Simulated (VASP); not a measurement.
BeS, 2 atoms in the cell. The structure is cubic, space group F-43m (No. 216). Conventional cell: a = 4.866 Å, b = 4.866 Å, c = 4.866 Å, α = 90.00°, β = 90.00°, γ = 90.00°. Within 2.8 Å of Be (site symmetry -43m) lie 4 S at 2.11 Å. S (site symmetry -43m) has 4 Be at 2.11 Å within 2.8 Å. 

```yaml
Program: VASP 6.6.1
Task: single point
Functional: PBE
Potentials_or_basis: VASP PAW PBE potentials, release 64 (Be, S)
Cutoff: 600 eV
k_mesh: 8 × 8 × 8
Occupations: gaussian, width 0.02 eV
Spin: no spin polarisation
Dipole_correction: no
Further_INCAR_settings: ALGO = Normal; EDIFF = 1e-06; NBANDS = 11
```

Potentials or basis: VASP PAW PBE potentials, release 64 (Be, S).

Run with:

```sh
$ cat potpaw_PBE.64/Be/POTCAR potpaw_PBE.64/S/POTCAR > POTCAR
$ mpirun -np 1 vasp_std > vasp.out
```

Hardware: 1 thread of Intel(R) Xeon(R) 6975P-C (Granite Rapids), with other jobs on the host.

Q: Estimate the wall time of this run.

A: Run time: 5.1 s on 1 thread of Intel(R) Xeon(R) 6975P-C (Granite Rapids), on a shared host, peak memory 0.15 GiB. Counts: scf iterations 12, k points 29.
